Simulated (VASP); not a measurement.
Runs of VASP 6.6.1 on AlB2As3. The structure is that of space group I-4m2 (No. 119), or close to it. The cells are those of the table. 

```tsv
task	cell	k mesh	cutoff (eV)	smearing	gap on the mesh (eV)	pressure (GPa)	relaxed volume (Å³/atom)	largest force (eV/Å)
relaxation of cell and atoms	relaxed from a = 8.149 Å, angles 154.2, 154.2, 36.9°, 6 atoms	6 × 6 × 6	600	gaussian 0.1 eV	0.62	-0.2	16.93	0.02
single point	a = 8.284 Å, angles 155.1, 155.1, 35.6°, 6 atoms	10 × 10 × 10	520	gaussian 0.02 eV	0.62	0.3	-	0.02
single point	a = 8.149 Å, angles 154.2, 154.2, 36.9°, 6 atoms	6 × 6 × 6	520	gaussian 0.1 eV	1.18	3.2	-	4.22
single point	a = 8.271 Å, angles 155.0, 155.0, 35.7°, 6 atoms	6 × 6 × 6	520	gaussian 0.1 eV	0.63	0.3	-	(a)
relaxation of cell and atoms	relaxed from a = 8.271 Å, angles 155.0, 155.0, 35.7°, 6 atoms	10 × 10 × 10	600	gaussian 0.02 eV	0.63	0.0	(b)	0.01
```

Alike in all rows: level PBE; potentials or basis VASP PAW PBE potentials, release 64 (Al, B, As); no spin polarisation.

**Question.** Estimate the missing entries.

**Answer.** (a) 0.04; (b) 16.89.

Caveats: forces of over 1 eV/Å act on the atoms, so gaps and moduli don't describe the material at rest (some runs).

A k mesh can miss the band edges, and the runs leave out spin-orbit coupling on As.
